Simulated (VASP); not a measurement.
A run of VASP 6.6.1:

INCAR

```
SYSTEM = Cd
PREC = Accurate ; ENCUT = 520
EDIFF = 1E-6 ; ISMEAR = -1
SIGMA = 0.08 ; LREAL = .FALSE.
LASPH = .TRUE. ; NELM = 60
ALGO = Normal ; ISIF = 2
LWAVE = .FALSE. ; LCHARG = .TRUE.
LELF = .TRUE. ; LVHAR = .TRUE.
NBANDS = 12
```

KPOINTS

```
regular mesh
0
G
  16 16 16
  0 0 0
```

Contents of POSCAR:

```
Cd
1.0
   -1.6679983013      1.6679983013      1.6679983013
    1.6679983013     -1.6679983013      1.6679983013
    1.6679983013      1.6679983013     -1.6679983013
Cd
1
Direct
    0.0000000000      0.0000000000      0.0000000000
```

Potentials or basis: VASP PAW LDA potentials, release 64 (Cd).

The run is started by

```console
$ cat potpaw_LDA.64/Cd/POTCAR > POTCAR
$ mpirun -np 1 vasp_std > vasp.out
```

Hardware: 1 thread of Intel Xeon 6975P-C (shared host).

How long does it take, and how much memory?

Wall time 14 s on 1 thread of Intel Xeon 6975P-C, on a shared host, peak memory 0.15 GiB. Counts: scf iterations 11, k points 145.
